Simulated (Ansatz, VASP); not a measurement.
**Two plane-wave programs on Br**

```
Br
1.0
     3.29910   -2.24665    0.00000
     3.29910    2.24665    0.00000
     0.00000    0.00000    8.70140
Br
4
Direct
  0.86190 0.13810 0.11090
  0.63810 0.36190 0.61090
  0.13810 0.86190 0.88910
  0.36190 0.63810 0.38910
```

Alike in both runs: task single point; functional r2SCAN; k mesh 6 × 6 × 3; occupations fermi-dirac, width 0.05 eV; no spin polarisation.

|  | VASP | Ansatz |
| --- | --- | --- |
| version | VASP 6.6.1 | Ansatz 0.2.0 |
| potentials or method | VASP PAW PBE potentials, release 64 (Br), cutoff 520 eV | PAW, plane waves, scalar-relativistic |
| valence electrons in the cell | 28 | 28 |

```tsv
	VASP	Ansatz	Ansatz less VASP
gap on the k mesh at the Fermi level (eV)	2.12	2.14	+0.011
pressure (GPa)	1.0	1.1	+0.04
traceless stress, the component that is largest in VASP (GPa)	0.67	0.70	+0.028
rms of the force components (eV/Å)	0.304	0.309	+0.0053
```

VASP's potentials were made for PBE, not for r2SCAN. Atom by atom the forces differ by 0.005 eV/Å (rms over components).
